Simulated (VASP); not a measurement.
Write the native input for VASP 6.6.1 that does the following.

```
Task                   : single point
Functional             : PBE
Dispersion             : D3(BJ)
Potentials or basis    : VASP PAW PBE potentials, release 64 (Ta_pv, N)
Cutoff                 : 520 eV
k mesh                 : 12 × 12 × 12
Occupations            : gaussian, width 0.1 eV
Spin                   : no spin polarisation
Dipole correction      : no
Further INCAR settings : ALGO = Normal; EDIFF = 1e-07; NBANDS = 33
```

The structure of TaN lies in POSCAR:

```
TaN
1.0
    5.1879833324      0.0000000000      0.0000000000
   -2.5939916662      4.4929253602      0.0000000000
    0.0000000000      0.0000000000      2.9051618433
Ta N
3 3
Direct
    0.3333333333      0.6666666667      0.5000000000
    0.6666666667      0.3333333333      0.5000000000
    0.0000000000      0.0000000000      0.0000000000
    0.3934071343      0.0000000000      0.0000000000
    0.6065928657      0.6065928657      0.0000000000
    0.0000000000      0.3934071343      0.0000000000
```

These files were run (other wordings do the same):

INCAR

```
ALGO     = Normal         # electronic algorithm
EDIFF    = 1E-7           # SCF threshold, eV
ENCUT    = 520            # plane-wave cutoff, eV
GGA      = PE             # functional
ISIF     = 2              # what is computed and relaxed
ISMEAR   = 0              # smearing method
IVDW     = 12             # dispersion correction
LASPH    = True           # aspherical terms in the spheres
LCHARG   = True           # write CHGCAR
LELF     = True           # ELF
LREAL    = False          # projectors in reciprocal space
LVHAR    = True         
LWAVE    = False          # write WAVECAR
NBANDS   = 33             # bands
NELM     = 60             # most SCF steps
PREC     = Accurate       # precision mode
SIGMA    = 0.1            # smearing width, eV
```

KPOINTS

```
k-points
0
Gamma
  12 12 12
```

Potentials or basis: VASP PAW PBE potentials, release 64 (Ta_pv, N).

Run with:

```console
$ cat potpaw_PBE.64/Ta_pv/POTCAR potpaw_PBE.64/N/POTCAR > POTCAR
$ mpirun -np 1 vasp_std > vasp.out
```

Results of the run:

The pressure is 0.7 GPa and the largest force is 0.005 eV/Å. The band gap on the k mesh is zero (band 24 reaches 10.32 eV, above the bottom of band 25 at 7.14 eV). The dispersion energy per atom is -0.444 eV.

Caveat: spin-orbit coupling is left out, which moves the levels of the heavy elements; pairwise dispersion overbinds metals, which lowers pressure and volume.

Run time: 4.5 min on 1 thread of Intel(R) Xeon(R) Platinum 8259CL CPU @ 2.50GHz (Skylake/Cascade Lake), on a shared host, peak memory 0.37 GiB.
